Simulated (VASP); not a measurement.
# Re (P6_3/mmc) in VASP: a series of runs, part 2 of 2

VASP 6.6.1. The steps go on from the part before.

## 4. Single point, PBE

This run uses another cell than the first one, of 9.72 Å³/atom, 0.867 times its volume.

Input file INCAR:

```
SYSTEM = Re
PREC = Accurate
ENCUT = 500
EDIFF = 1E-6
ISMEAR = -1
SIGMA = 0.08
LREAL = .False.
LASPH = .True.
NELM = 120
ALGO = Normal
ISIF = 2
LWAVE = .False.
LCHARG = .False.
GGA = PE
NBANDS = 22
GGA_COMPAT = .False.
```

Input file KPOINTS:

```
Automatic mesh
0
Gamma
  16 16 9
  0 0 0
```

Input file POSCAR:

```
Re
1.0
    2.4053660355      0.0000000000      0.0000000000
   -1.2026830178      2.0831080922      0.0000000000
    0.0000000000      0.0000000000      3.8799034051
Re
2
Direct
    0.3333333333      0.6666666667      0.2500000000
    0.6666666667      0.3333333333      0.7500000000
```

Potentials or basis: VASP PAW PBE potentials, release 64 (Re_sv_GW).

Started as:

```
cat potpaw_PBE.64/Re_sv_GW/POTCAR > POTCAR
mpirun -np 1 vasp_std > vasp.out
```

OUTCAR:

```text
SYSTEM = Re
   PREC = Accurate
   ENCUT = 500
   EDIFF = 1E-6
   ISMEAR = -1
   LREAL = .False.
   LASPH = .True.
   NELM = 120
   ISIF = 2
   GGA = PE

 ion  position               nearest neighbor table
   1  0.333  0.667  0.250-   2 2.39   2 2.39   2 2.39   2 2.39   2 2.39   2 2.39
   2  0.667  0.333  0.750-   1 2.39   1 2.39   1 2.39   1 2.39   1 2.39   1 2.39

  LATTYP: Found a hexagonal cell.
 ALAT       =     2.4053660355
 C/A-ratio  =     1.6130199512

  Lattice vectors:

 A1 = (   2.4053660355,   0.0000000000,   0.0000000000)
 A2 = (  -1.2026830178,   2.0831080922,   0.0000000000)
 A3 = (   0.0000000000,   0.0000000000,   3.8799034051)

Analysis of symmetry for initial positions (statically):
=====================================================================
 Subroutine PRICEL returns:
 Original cell was already a primitive cell.

 Routine SETGRP: Setting up the symmetry group for a
 hexagonal supercell.

 Subroutine GETGRP returns: Found 24 space group operations
 (whereof 12 operations were pure point group operations)
 out of a pool of 24 trial point group operations.

The static configuration has the point symmetry D_3d.
 The point group associated with its full space group is D_6h.

Analysis of symmetry for dynamics (positions and initial velocities):
=====================================================================
 Subroutine PRICEL returns:
 Original cell was already a primitive cell.

 Routine SETGRP: Setting up the symmetry group for a
 hexagonal supercell.

 Subroutine GETGRP returns: Found 24 space group operations
 (whereof 12 operations were pure point group operations)
 out of a pool of 24 trial point group operations.

The dynamic configuration has the point symmetry D_3d.
 The point group associated with its full space group is D_6h.

 Subroutine INISYM returns: Found 24 space group operations
 (whereof 12 operations are pure point group operations),
 and found     1 'primitive' translations

----------------------------------------------------------------------------------------

                                     Primitive cell

  volume of cell :      19.4408

  direct lattice vectors                    reciprocal lattice vectors
     2.405366036  0.000000000  0.000000000     0.415737142  0.240025951  0.000000000
    -1.202683018  2.083108092  0.000000000     0.000000000  0.480051901  0.000000000
     0.000000000  0.000000000  3.879903405     0.000000000  0.000000000  0.257738375

  length of vectors
     2.405366036  2.405366036  3.879903405     0.480051901  0.480051901  0.257738375

  position of ions in fractional coordinates (direct lattice)
     0.333333333  0.666666667  0.250000000
     0.666666667  0.333333333  0.750000000

  ion indices of the primitive-cell ions
   primitive index   ion index
                 1           1
                 2           2

----------------------------------------------------------------------------------------

 KPOINTS: Automatic mesh

Automatic generation of k-mesh.
 Grid dimensions read from file:
 generate k-points for:   16   16    9

 Generating k-lattice:

  Cartesian coordinates                     Fractional coordinates (reciprocal lattice)
     0.025983571  0.015001622  0.000000000     0.062500000  0.000000000  0.000000000
     0.000000000  0.030003244  0.000000000     0.000000000  0.062500000  0.000000000
     0.000000000  0.000000000  0.028637597     0.000000000  0.000000000  0.111111111

  Length of vectors
     0.030003244  0.030003244  0.028637597

  Shift w.r.t. Gamma in fractional coordinates (k-lattice)
     0.000000000  0.000000000  0.000000000

 Subroutine IBZKPT returns following result:
 ===========================================

 Found    150 irreducible k-points:

 Following reciprocal coordinates:
            Coordinates               Weight
  0.000000  0.000000  0.000000      1.000000
  0.062500  0.000000  0.000000      6.000000
  0.125000  0.000000  0.000000      6.000000
  0.187500  0.000000  0.000000      6.000000
  0.250000  0.000000  0.000000      6.000000
  0.312500  0.000000  0.000000      6.000000
[... 16 lines left out ...]
  0.187500  0.187500  0.000000      6.000000
  0.250000  0.187500  0.000000     12.000000
 [... further k-points ...]
   k-points           NKPTS =    150   k-points in BZ     NKDIM =    150   number of bands    NBANDS=     22
   number of dos      NEDOS =    301   number of ions     NIONS =      2
   total plane-waves  NPLWV =   9072
   dimension x,y,z NGX =    18 NGY =   18 NGZ =   28
   dimension x,y,z NGXF=    36 NGYF=   36 NGZF=   56
   ions per type =               2
   NGX,Y,Z   is equivalent  to a cutoff of  12.44, 12.44, 12.00 a.u.
   NGXF,Y,Z  is equivalent  to a cutoff of  24.88, 24.88, 23.99 a.u.
 SYSTEM =  Re
   PREC   = accura    normal or accurate (medium, high low for compatibility)
   ISTART =      0    job   : 0-new  1-cont  2-samecut
   ICHARG =      2    charge: 1-file 2-atom 10-const
   ISPIN  =      1    spin polarized calculation?
   LNONCOLLINEAR =      F non collinear calculations
   LSORBIT =      F    spin-orbit coupling
   LASPH  =      T    aspherical Exc in radial PAW
   ENCUT  =  500.0 eV  36.75 Ry    6.06 a.u.   4.39  4.39  7.07*2*pi/ulx,y,z
   NELM   =    120;   NELMIN=  2; NELMDL= -5     # of ELM steps
   EDIFF  = 0.1E-05   stopping-criterion for ELM
   LREAL  =      F    real-space projection
   EDIFFG = 0.1E-04   stopping-criterion for IOM
   NSW    =      0    number of steps for IOM
   IBRION =     -1    ionic relax: 0-MD 1-quasi-New 2-CG
   NFREE  =      0    steps in history (QN), initial steepest desc. (CG)
   ISIF   =      2    stress and relaxation
   ISYM   =      2    0-nonsym 1-usesym 2-fastsym
   POTIM  = 0.5000    time-step for ionic-motion
   TEBEG  =    0.0;   TEEND  =   0.0 temperature during run
   PSTRESS=    0.0 pullay stress
   NELECT =      30.0000    total number of electrons
   NUPDOWN=      -1.0000    fix difference up-down
   EMIN   =  10.00;   EMAX   =-10.00  energy-range for DOS
   EFERMI =   0.00;   METHOD = LEGACY
   ISMEAR =    -1;   SIGMA  =   0.08  broadening in eV -4-tet -1-fermi 0-gaus
   EFERMI_NEDOS =   21; number of points for ismear=-14 and -15
   IALGO  =     38    algorithm
   IMIX   =      4    mixing-type and parameters
     AMIX     =   0.40;   BMIX     =  1.00
     AMIX_MAG =   1.60;   BMIX_MAG =  1.00
  volume/ion in A,a.u.               =       9.72        65.60
  Fermi-wavevector in a.u.,A,eV,Ry     =   1.891809  3.575001 48.694452  3.578941
  Thomas-Fermi vector in A             =   2.932868
   LORBIT       =      0    0 simple, 1 ext, 2 COOP (PROOUT), +10 PAW based schemes
   GGA     = PE    functional components
   LHFCALC =     F    Hartree Fock is set to
   AEXX    =    0.0000 exact exchange contribution
   IVDW    =     0    specifies the selected vdW correction
   LEPSILON=     F    determine dielectric tensor
   LRPA    =     F    only Hartree local field effects (RPA)
 non-spin polarized calculation
  energy-cutoff  :      500.00
  volume of cell :       19.44
 maximum number of plane-waves:       525
 NGX is ok and might be reduce to    18
   NGX =  9   NGY =  9   NGZ = 15

 number of electron      29.9999998 magnetization

 Free energy of the ion-electron system (eV)
  ---------------------------------------------------
  ext. energy  EPLUGINS =         0.00000000
  ---------------------------------------------------
  free energy    TOTEN  =       -19.26532459 eV

  energy without entropy =      -19.24056462  energy(sigma->0) =      -19.25294461

 E-fermi :  21.5790     XC(G=0): -16.8751

 val. band max:       21.5397151108   @ k =   0.3125   0.0625   0.2222
 cond. band min:      21.6089495583   @ k =   0.1875   0.0625   0.2222
 fundamental gap:      0.0692344475
 Fermi energy:        21.5790034103

 k-point     1 :       0.0000    0.0000    0.0000
  band No.  band energies     occupation
      1     -58.7488      2.00000
      2     -58.0378      2.00000
      3     -23.0615      2.00000
      4     -19.2170      2.00000
      5     -19.2170      2.00000
      6     -18.6249      2.00000
[... 14 lines left out ...]
     21      34.6098      0.00000
     22      36.0792      0.00000

 k-point     2 :       0.0625    0.0000    0.0000
  band No.  band energies     occupation
      1     -58.7268      2.00000
      2     -58.0271      2.00000
      3     -23.0098      2.00000
      4     -19.3596      2.00000
      5     -19.2612      2.00000
      6     -18.7699      2.00000
[... 542 lines left out ...]
 k-point    24 :       0.2500    0.1875    0.0000
  band No.  band energies     occupation
      1     -58.1807      2.00000
      2     -57.8453      2.00000
      3     -21.7586      2.00000
      4     -21.5177      2.00000
      5     -21.4518      2.00000
      6     -20.3013      2.00000
[... 14 lines left out ...]
     21      38.5594      0.00000
     22      38.7701      0.00000

 [... further k-points ...]
[... 5 lines left out ...]
  --------------------------------------------------------------------------------------
  -------------------------------------------------------------------------------------
  Total       47.1645271     47.1645271     47.2142906     -0.0000000      0.0000000     -0.0000000
  in kB     3886.9788080   3886.9788082   3891.0799774     -0.0000001      0.0000000     -0.0000000
  external PRESSURE =    3888.3458645 kB  Pullay stress =       0.0000000 kB

 VOLUME and BASIS-vectors are now :
 -----------------------------------------------------------------------------
  energy-cutoff  :      500.00
  volume of cell :       19.44
      direct lattice vectors                 reciprocal lattice vectors
     2.405366036  0.000000000  0.000000000     0.415737142  0.240025951  0.000000000
    -1.202683018  2.083108092  0.000000000     0.000000000  0.480051901  0.000000000
     0.000000000  0.000000000  3.879903405     0.000000000  0.000000000  0.257738375

 POSITION                                       TOTAL-FORCE (eV/Angst)
 -----------------------------------------------------------------------------------
     -0.00000      1.38874      0.96998         0.000000      0.000000      0.000000
      1.20268      0.69437      2.90993        -0.000000     -0.000000      0.000000
 -----------------------------------------------------------------------------------
    total drift:                               -0.000000      0.000000     -0.000000

  FREE ENERGIE OF THE ION-ELECTRON SYSTEM (eV)
  ---------------------------------------------------
  free  energy   TOTEN  =       -19.2653245887 eV

  energy  without entropy=      -19.2405646243  energy(sigma->0) =      -19.25294461
```

stdout:

```text
POSCAR found type information on POSCAR Re
 POSCAR found :  1 types and       2 ions
 scaLAPACK will be used
 LDA part: xc-table for (Slater+PW92), standard interpolation
 POSCAR, INCAR and KPOINTS ok, starting setup
 FFT: planning ... GRIDC
 FFT: planning ... GRID_SOFT
 FFT: planning ... GRID
 WAVECAR not read
 entering main loop
```

Wall time 24 s (1 thread of Intel Xeon 6975P-C (Granite Rapids), shared host); peak memory 0.16 GiB.

Results:

* Free energy: -19.2653 eV
* Pressure: 388.8 GPa
* Band gap on the k mesh: zero (band 15 reaches 24.56 eV, above the bottom of band 16 at 18.75 eV)

Caveat: spin-orbit coupling is left out, which moves the levels of the heavy elements.
